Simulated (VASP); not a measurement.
Runs of VASP 6.6.1 on Sc. The structure is that of space group P6_3/mmc (No. 194), or close to it. The cells are those of the table. 

```csv
task,cell,k mesh,cutoff (eV),smearing,gap on the mesh (eV),pressure (GPa),relaxed volume (Å³/atom)
single point,"a = 3.274, b = 3.274, c = 5.129 Å, angles 90.0, 90.0, 120.0°, 2 atoms",15 × 15 × 8,520,fermi-dirac 0.15 eV,none,0.0,-
single point,"a = 3.277, b = 3.277, c = 5.083 Å, angles 90.0, 90.0, 120.0°, 2 atoms",15 × 15 × 8,520,gaussian 0.1 eV,none,0.0,-
relaxation of cell and atoms,"relaxed from a = 3.277, b = 3.277, c = 5.083 Å, angles 90.0, 90.0, 120.0°, 2 atoms",15 × 15 × 8,600,fermi-dirac 0.15 eV,none,0.0,(a)
relaxation of cell and atoms,"relaxed from a = 3.291, b = 3.291, c = 5.333 Å, angles 90.0, 90.0, 120.0°, 2 atoms",15 × 15 × 8,600,gaussian 0.1 eV,none,0.0,23.67
single point,"a = 3.291, b = 3.291, c = 5.333 Å, angles 90.0, 90.0, 120.0°, 2 atoms",6 × 6 × 4,520,gaussian 0.1 eV,none,-2.9,-
```

Alike in all rows: level PBEsol; potentials or basis VASP PAW PBE potentials, release 64 (Sc_sv); no spin polarisation.

Problem. Estimate the missing entries.

Solution. (a) 23.83.

Caveats: some runs use coarse meshes; the PAW data sets were made with another functional, which shifts forces and pressure a little.

A gap of «none» marks levels without a gap at the run's occupations.
